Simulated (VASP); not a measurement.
Here is a VASP 6.6.1 calculation.

POSCAR

```
La2AsN
1.0
    4.0329284722      0.0000000000      0.0000000000
    0.0000000000      4.0329284722      0.0000000000
    0.0000000000      0.0000000000      5.7202236874
N La As
1 2 1
Direct
    0.0000000000      0.0000000000      0.0000000000
    0.0000000000      0.0000000000      0.5000000000
    0.5000000000      0.5000000000      0.0000000000
    0.5000000000      0.5000000000      0.5000000000
```

The input INCAR.step1:

```
PREC = Accurate
ENCUT = 660
ISMEAR = -1
SIGMA = 0.02
LREAL = F
LASPH = T
NELM = 200
NBANDS = 24
GGA = PE
ALGO = Normal
EDIFF = 1E-5
LWAVE = T
LCHARG = F
GGA_COMPAT = F
LMAXMIX = 6
```

The input INCAR.step2:

```
PREC = Accurate
ENCUT = 660
EDIFF = 1E-6
ISMEAR = -1
SIGMA = 0.02
LREAL = F
LASPH = T
NELM = 200
ALGO = Normal
ISIF = 2
LWAVE = F
LCHARG = F
METAGGA = R2SCAN
LMIXTAU = T
NBANDS = 24
ISTART = 1
GGA_COMPAT = F
LMAXMIX = 6
```

The input KPOINTS:

```
regular mesh
0
Gamma
  6 6 4
```

Potentials or basis: VASP PAW PBE potentials, release 64 (N, La, As).

The run is started by

```sh
$ cat potpaw_PBE.64/N/POTCAR potpaw_PBE.64/La/POTCAR potpaw_PBE.64/As/POTCAR > POTCAR
$ cp INCAR.step1 INCAR
$ mpirun -np 1 vasp_std > vasp.out
$ cp INCAR.step2 INCAR
$ mpirun -np 1 vasp_std > vasp.out
```

**Question.** Predict the pressure.

**Answer.** 5.8 GPa.

**Question.** What does it give for the band gap on the k mesh?

**Answer.** Zero (filled and empty bands touch).

Caveat: the cell stands under pressure; the PAW data sets were made with another functional, which shifts forces and pressure a little; spin-orbit coupling is left out, which moves the levels of the heavy elements.
